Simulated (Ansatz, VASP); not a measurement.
SnSe in VASP and in Ansatz

```xyz
2
Lattice="0.0000 3.0496 3.0496 3.0496 0.0000 3.0496 3.0496 3.0496 0.0000" Properties=species:S:1:pos:R:3 pbc="T T T"
Sn    0.0000    0.0000    0.0000
Se    3.0496    3.0496    3.0496
```

Change from the starting cell: volume scaled by 1.04, PAW files.

Alike in both runs: task electric field gradients; functional LDA; k mesh 9 × 9 × 9; occupations fermi-dirac, width 0.02 eV; no spin polarisation.

```csv
,VASP,Ansatz
version,VASP 6.6.1,Ansatz 0.2.0
potentials or method,"VASP PAW LDA potentials, release 64 (Sn_d, Se)","PAW with Ansatz's default frozen-core files, scalar-relativistic"
plane-wave cutoff (eV),520,420
valence electrons in the cell,20,30
```

```tsv
	VASP	Ansatz	Ansatz less VASP
pressure (GPa)	-4.8	-4.9	-0.05
```

LDA's correlation is that of Perdew and Zunger in VASP and of Perdew and Wang (1992) in Ansatz. VASP's potentials hold 20 valence electrons a cell and Ansatz's 30, so a difference there can come from the potentials and not from the codes.
